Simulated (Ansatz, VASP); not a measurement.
Zn5CdS6 in VASP and in Ansatz

```
CELL_PARAMETERS angstrom
3.89998 0.00000 0.00000
-1.94999 3.37748 0.00000
0.00000 0.00000 19.20394
ATOMIC_POSITIONS crystal
Zn 0.00000 0.00000 0.00880
Zn 0.66667 0.33333 0.65788
Zn 0.00000 0.00000 0.49550
Zn 0.33333 0.66667 0.33318
Zn 0.66667 0.33333 0.17085
Cd 0.33333 0.66667 0.83072
S 0.00000 0.00000 0.88694
S 0.33333 0.66667 0.69806
S 0.66667 0.33333 0.53544
S 0.00000 0.00000 0.37318
S 0.33333 0.66667 0.21089
S 0.66667 0.33333 0.04857
```

Alike in both runs: functional PBE; k mesh 6 × 6 × 1; occupations gaussian, width 0.1 eV; no spin polarisation.

Ansatz relaxed the structure, and its values are those at the end. VASP's run is a single point on that final structure, the one shown.

|  | VASP | Ansatz |
| --- | --- | --- |
| version | VASP 6.6.1 | Ansatz 0.2.0 |
| potentials or method | VASP PAW PBE potentials, release 64 (Zn, Cd, S), cutoff 520 eV | scalar-relativistic, plane waves, PAW |
| valence electrons in the cell | 108 | 116 |

Ansatz gave:

- gap on the k mesh at the Fermi level (eV): 1.55
- least direct gap on the mesh (eV): 1.55
- pressure (GPa): 0.0
- rms of the force components (eV/Å): 0.016

Question: Which values does VASP return?

Answer: gap on the k mesh at the Fermi level (eV): 1.55; least direct gap on the mesh (eV): 1.55; pressure (GPa): 0.2; rms of the force components (eV/Å): 0.018.

The functional is the same, so the differences come from potentials, cutoffs and numerics. VASP's potentials hold 108 valence electrons a cell and Ansatz's 116, so a difference there can come from the potentials and not from the codes.
